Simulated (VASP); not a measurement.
Crystal: RbCl.

```
Rb Cl
1.0
     0.00000    3.34904    3.34904
     3.34904    0.00000    3.34904
     3.34904    3.34904    0.00000
Rb Cl
1 1
Direct
  0.50000 0.50000 0.50000
  0.00000 0.00000 0.00000
```

Base run:

* Program: VASP 6.6.1
* Functional: PBE
* Potentials or basis: VASP PAW PBE potentials, release 64 (Rb_sv, Cl)
* Cutoff: 500 eV
* k mesh: 6 × 6 × 6
* Occupations: gaussian, width 0.05 eV
* Spin: no spin polarisation

Its results: band gap on the k mesh 4.83 eV; pressure 0.0 GPa.

**Question.** The run is repeated on the same cell with these changes: functional from PBE to r2SCAN; cutoff from 500 eV to 550 eV. What comes out?

**Answer.** Band gap on the k mesh 5.44 eV; pressure -0.6 GPa.

Caveats: the PAW data sets were made with another functional, which shifts forces and pressure a little (at least some runs).

